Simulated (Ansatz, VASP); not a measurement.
**Sn3GeP in VASP and in Ansatz**

```
Sn Ge P
1.0
     3.77732    0.00000    0.00000
     0.00000    3.77732    0.00000
     0.00000    0.00000    8.97272
Sn Ge P
3 1 1
Direct
  0.50000 0.50000 0.78983
  0.50000 0.50000 0.21017
  0.00000 0.00000 0.00000
  0.00000 0.00000 0.50000
  0.50000 0.50000 0.50000
```

Alike in both runs: functional PBE; k mesh 4 × 4 × 2; occupations gaussian, width 0.2 eV; no spin polarisation.

Ansatz relaxed the structure, and its values are those at the end. VASP's run is a single point on that final structure, the one shown.

|  | VASP | Ansatz |
| --- | --- | --- |
| version | VASP 6.6.1 | Ansatz 0.2.0 |
| potentials or method | VASP PAW PBE potentials, release 64 (Sn_d, Ge_d, P), cutoff 520 eV | scalar-relativistic, plane waves, PAW |
| valence electrons in the cell | 61 | 61 |

```tsv
	VASP	Ansatz	Ansatz less VASP
gap on the k mesh at the Fermi level (eV)	none	none	-
pressure (GPa)	0.2	0.2	+0.03
rms of the force components (eV/Å)	0.009	0.008	-0.0011
```

A gap of «none» marks a metal or a gap that the smearing closes.

The k mesh is coarse, so the values compare programs but aren't converged.
